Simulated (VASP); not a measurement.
## LiCl: single point with LDA

The system is LiCl.

```xyz
4
Lattice="3.7483 0.0000 0.0000 -1.8741 3.2461 0.0000 0.0000 0.0000 6.3572" Properties=species:S:1:pos:R:3 pbc="T T T"
Li    1.8741    1.0820    5.5690
Li    0.0000    2.1641    2.3904
Cl    1.8741    1.0820    3.1721
Cl    0.0000    2.1641    6.3507
```

This cell differs from its parent crystal: strain -0.0450 x Voigt [1, 1, 0, 0, 0, 0].

```yaml
Program: VASP 6.6.1
Task: single point
Functional: LDA
Potentials_or_basis: VASP PAW LDA potentials, release 64 (Li_sv, Cl)
Cutoff: 520 eV
k_mesh: 9 × 9 × 4
Occupations: gaussian, width 0.05 eV
Spin: no spin polarisation
Dipole_correction: no
Further_INCAR_settings: ALGO = Normal; EDIFF = 1e-07; NBANDS = 18
```

* Largest force: 0.113 eV/Å
* Band gap on the k mesh: 5.80 eV

Forces in eV/Å, atoms in the order of the input:
```
Li   0.000  0.000 -0.113
Li   0.000  0.000 -0.113
Cl   0.000  0.000  0.113
Cl   0.000  0.000  0.113
```

Levels at points of the mesh, in eV from the valence-band top:
```tsv
k point	band 6	band 7	band 8	band 9	band 10	band 11	band 12	band 13	band 14	band 15
(0.00, 0.00, 0.00)	-0.30	-0.30	-0.09	0.00	0.00	5.80	8.16	9.77	9.97	9.97
(0.00, 0.00, 0.50)	-1.36	-0.15	-0.15	-0.15	-0.15	7.20	7.20	9.90	9.90	10.21
```

Run time: 23 s on 1 thread of Intel(R) Xeon(R) 6975P-C (Granite Rapids), with other jobs on the host, peak memory 0.17 GiB.

Caveat: the cell differs from its parent crystal (strain -0.0450 x Voigt [1, 1, 0, 0, 0, 0]); an odd mesh through Γ misses points on the zone boundary, where band edges can lie.
